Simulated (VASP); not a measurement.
Sn, 7 atoms in the cell. It takes space group Pm-3m (No. 221, cubic). Conventional cell: a = 6.092 Å, b = 6.092 Å, c = 6.092 Å, α = 90.00°, β = 90.00°, γ = 90.00°. Sn (site symmetry 4/mmm) has 6 Sn at 3.05 Å within 4.0 Å. Sn (site symmetry m-3m) has 6 Sn at 3.05 Å within 4.0 Å. Sn (site symmetry 4/mmm) has 4 Sn at 3.05 Å within 4.0 Å. The cell was built from a structure type or drawn by symmetry, and may not be a known phase.

* Program: VASP 6.6.1
* Task: single point
* Functional: PBE
* Potentials or basis: VASP PAW PBE potentials, release 64 (Sn_d)
* Cutoff: 520 eV
* k mesh: 6 × 6 × 6
* Occupations: gaussian, width 0.1 eV
* Spin: no spin polarisation
* Dipole correction: no
* Further INCAR settings: ALGO = Fast; EDIFF = 1e-07; NBANDS = 58

Potentials or basis: VASP PAW PBE potentials, release 64 (Sn_d).

The run is started by

```sh
$ cat potpaw_PBE.64/Sn_d/POTCAR > POTCAR
$ mpirun -np 1 vasp_std > vasp.out
```

Hardware: 1 thread of Intel(R) Xeon(R) 6975P-C (Granite Rapids), with other jobs on the host.

Q: How long does it take, and how much memory?

A: Run time: 3.6 min on 1 thread of Intel(R) Xeon(R) 6975P-C (Granite Rapids), with other jobs on the host, peak memory 0.4 GiB. Counts: scf iterations 16, k points 20.
